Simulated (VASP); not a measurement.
Set up this calculation in VASP 6.6.1, as the native input.

```
Task                   : single point
Functional             : PBE
Potentials or basis    : VASP PAW PBE potentials, release 64 (Mn_pv, Hg)
Cutoff                 : 520 eV
k mesh                 : 5 × 5 × 5
Occupations            : gaussian, width 0.1 eV
Spin                   : collinear spin, ferromagnetic start
Starting moments       : [4.0, 0.0, 0.0, 0.0] μB
Dipole correction      : no
Further INCAR settings : ALGO = Normal; EDIFF = 1e-06; NBANDS = 36
```

The structure of MnHg3 lies in POSCAR:

```
MnHg3
1.0
    4.4902866450      0.0000000000      0.0000000000
    0.0000000000      4.4902866450      0.0000000000
    0.0000000000      0.0000000000      4.4902866450
Mn Hg
1 3
Direct
    0.0000000000      0.0000000000      0.0000000000
    0.5000000000      0.0000000000      0.5000000000
    0.0000000000      0.5000000000      0.5000000000
    0.5000000000      0.5000000000      0.0000000000
```

One way to write it, as run:

INCAR

```
PREC = Accurate
ENCUT = 520
EDIFF = 1E-6
ISMEAR = 0
SIGMA = 0.1
LREAL = False
LASPH = True
NELM = 150
ALGO = Normal
ISIF = 2
LWAVE = False
LCHARG = True
ISPIN = 2
MAGMOM = 4 0 0 0
LORBIT = 11
LMAXMIX = 4
GGA = PE
LELF = True
LVHAR = True
NBANDS = 36
```

KPOINTS

```
Automatic mesh
0
Gamma
  5 5 5
```

Potentials or basis: VASP PAW PBE potentials, release 64 (Mn_pv, Hg).

The run is started by

```sh
$ cat potpaw_PBE.64/Mn_pv/POTCAR potpaw_PBE.64/Hg/POTCAR > POTCAR
$ mpirun -np 1 vasp_std > vasp.out
```

It gave:

The pressure is -2.1 GPa, the net moment is 4.29 μB per cell and the site moments are Mn +4.13; Hg -0.01 μB. The valence electrons inside the program's atomic spheres are Mn 11.27; Hg 10.46.

Wall time 64 s on 1 thread of Intel Xeon 8259CL, on a shared host, peak memory 0.23 GiB.
